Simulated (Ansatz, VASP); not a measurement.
Two plane-wave programs on TiO2

```
Ti O
1.0
     1.48620   -2.57418    0.00000
     1.48620   -0.85806   -4.86926
    10.65112    3.28923   -3.24617
Ti O
4 8
Direct
  0.52498 0.36663 0.95005
  0.39998 0.86663 0.20005
  0.77497 0.69997 0.45005
  0.14997 0.53330 0.70005
  0.85054 0.13199 0.10015
  0.22554 0.96532 0.35015
  0.60054 0.79866 0.60015
  0.97554 0.63199 0.85015
  0.57441 0.76794 0.04995
  0.94941 0.60128 0.29995
  0.32441 0.43461 0.54995
  0.69941 0.26794 0.79995
```

Alike in both runs: task single point; functional PBE; dispersion D3(BJ); k mesh 9 × 6 × 3; occupations gaussian, width 0.05 eV; no spin polarisation.

|  | VASP | Ansatz |
| --- | --- | --- |
| version | VASP 6.6.1 | Ansatz 0.2.0 |
| potentials or method | VASP PAW PBE potentials, release 64 (Ti_sv, O), cutoff 600 eV | scalar-relativistic, plane waves, PAW |
| valence electrons in the cell | 96 | 96 |

```csv
,VASP,Ansatz,Ansatz less VASP
gap on the k mesh at the Fermi level (eV),0.15,0.16,+0.003
least direct gap on the mesh (eV),0.16,0.16,+0.003
pressure (GPa),-1.9,-2.3,-0.43
"traceless stress, the component that is largest in VASP (GPa)",4.10,4.07,-0.031
rms of the force components (eV/Å),1.130,1.139,+0.0085
```

Atom by atom the forces differ by 0.030 eV/Å (rms over components).
